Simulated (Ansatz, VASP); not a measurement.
## Hf: VASP beside Ansatz

```
Hf
1.0
     2.91381    0.00000    0.00000
     0.00000    2.91381    0.00000
     0.00000    0.00000    2.91381
Hf
1
Cartesian
  1.4569 1.4569 1.4569
```

Alike in both runs: task single point; functional PBE; k mesh 18 × 18 × 18; occupations gaussian, width 0.1 eV; no spin polarisation.

|  | VASP | Ansatz |
| --- | --- | --- |
| version | VASP 6.6.1 | Ansatz 0.2.0 |
| potentials or method | VASP PAW PBE potentials, release 64 (Hf_pv), cutoff 500 eV | scalar-relativistic, plane waves, PAW |
| valence electrons in the cell | 10 | 26 |

VASP gave:

| Item | Value |
| --- | --- |
| gap on the k mesh at the Fermi level (eV) | none |
| pressure (GPa) | -0.3 |

Which values does Ansatz return?

gap on the k mesh at the Fermi level (eV): none; pressure (GPa): 0.0.

A gap of «none» marks a metal or a gap that the smearing closes. VASP's potentials hold 10 valence electrons a cell and Ansatz's 26, so a difference there can come from the potentials and not from the codes.

Neither program's run includes spin-orbit coupling.
